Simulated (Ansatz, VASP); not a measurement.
**Al2O3 in VASP and in Ansatz**

```
CELL_PARAMETERS angstrom
2.37890 1.37346 4.33074
-2.37890 1.37346 4.33074
0.00000 -2.74691 4.33074
ATOMIC_POSITIONS crystal
Al 0.35198 0.35198 0.35198
Al 0.14802 0.14802 0.14802
Al 0.64802 0.64802 0.64802
Al 0.85198 0.85198 0.85198
O 0.55564 0.94436 0.25000
O 0.25000 0.55564 0.94436
O 0.94436 0.25000 0.55564
O 0.44436 0.05564 0.75000
O 0.75000 0.44436 0.05564
O 0.05564 0.75000 0.44436
```

Change from the starting cell: strained cell.

Alike in both runs: functional LDA; k mesh 6 × 6 × 6; occupations gaussian, width 0.02 eV; no spin polarisation.

Ansatz relaxed the structure, and its values are those at the end. VASP's run is a single point on that final structure, the one shown.

```csv
,VASP,Ansatz
version,VASP 6.6.1,Ansatz 0.2.0
potentials or method,"VASP PAW LDA potentials, release 64 (Al, O), cutoff 520 eV","scalar-relativistic, plane waves, PAW"
valence electrons in the cell,48,48
```

Ansatz gave:

- gap on the k mesh at the Fermi level (eV): 6.20
- least direct gap on the mesh (eV): 6.20
- pressure (GPa): -5.0

Q: Which values does VASP return?

A: gap on the k mesh at the Fermi level (eV): 6.21; least direct gap on the mesh (eV): 6.21; pressure (GPa): -4.2.

Ansatz warns that its potentials were made for another functional, while VASP's fit it. LDA's correlation is that of Perdew and Zunger in VASP and of Perdew and Wang (1992) in Ansatz. Ansatz's warnings: stress scf threshold loose.
